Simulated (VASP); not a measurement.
The system is BeBi3.

```
CELL_PARAMETERS angstrom
4.60428 0.00000 0.00000
0.00000 4.60428 0.00000
0.00000 0.00000 4.60428
ATOMIC_POSITIONS crystal
Be 0.00000 0.00000 0.00000
Bi 0.00000 0.50000 0.50000
Bi 0.50000 0.00000 0.50000
Bi 0.50000 0.50000 0.00000
```

```yaml
Program: VASP 6.6.1
Task: relaxation of cell and atoms
Functional: PBE
Potentials_or_basis: VASP PAW PBE potentials, release 64 (Be, Bi_d)
Cutoff: 600 eV
k_mesh: 4 × 4 × 4
Occupations: gaussian, width 0.1 eV
Spin: no spin polarisation
```

At the start: pressure 9.6 GPa; volume 24.40 Å³/atom.

Task: Where does the relaxation end?

Result: Over 3 steps the energy falls by 98.4 meV/atom and the volume is 28.08 Å³/atom (+15.1 %); space group Pm-3m (No. 221, to 0.1 Å) before and after.

The path:
```tsv
step	energy change (eV)	largest force (eV/Å)	pressure (GPa)	volume (Å³)
1	0.0000	0.0000	9.59	97.61
2	-0.3245	0.0000	-2.80	119.73
3	-0.3938	0.0000	-0.02	112.33
```

Final structure:
```
Be Bi
1.0
     4.82502    0.00000    0.00000
     0.00000    4.82502    0.00000
     0.00000    0.00000    4.82502
Be Bi
1 3
Cartesian
  0.0000 0.0000 0.0000
  0.0000 2.4125 2.4125
  2.4125 0.0000 2.4125
  2.4125 2.4125 0.0000
```

Caveat: the volume moved by over 15 % at a fixed basis, so the end points are rough.
